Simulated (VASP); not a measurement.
A run of VASP 6.6.1:

INCAR

```
  PREC = Accurate
  ENCUT = 520
  EDIFF = 1E-7
  ISMEAR = 1
  SIGMA = 0.01
  LREAL = F
  LASPH = T
  NELM = 100
  ALGO = Normal
  ISIF = 2
  LWAVE = F
  LCHARG = F
  GGA = CA
  NBANDS = 22
  ISYM = 0
```

File KPOINTS:

```
Automatic mesh
0
Gamma
  4 4 4
  0.5 0.5 0.5
```

The input POSCAR:

```
LuSb
1.0
    0.0000000000      3.0393308500      3.0393308500
    3.0393308500      0.0000000000      3.0393308500
    3.0393308500      3.0393308500      0.0000000000
Lu Sb
1 1
Direct
    0.0000000000      0.0000000000      0.0000000000
    0.5000000000      0.5000000000      0.5000000000
```

Potentials or basis: VASP PAW PBE potentials, release 64 (Lu, Sb).

Command:

```bash
$ cat potpaw_PBE.64/Lu/POTCAR potpaw_PBE.64/Sb/POTCAR > POTCAR
$ mpirun -np 1 vasp_std > vasp.out
```

Hardware: 1 thread of Intel(R) Xeon(R) Platinum 8488C (Sapphire Rapids), with other jobs on the host.

How long does it take, and how much memory?

Wall time 63 s on 1 thread of Intel(R) Xeon(R) Platinum 8488C (Sapphire Rapids) (shared host), peak memory 0.29 GiB. Counts: scf iterations 14, k points 128.
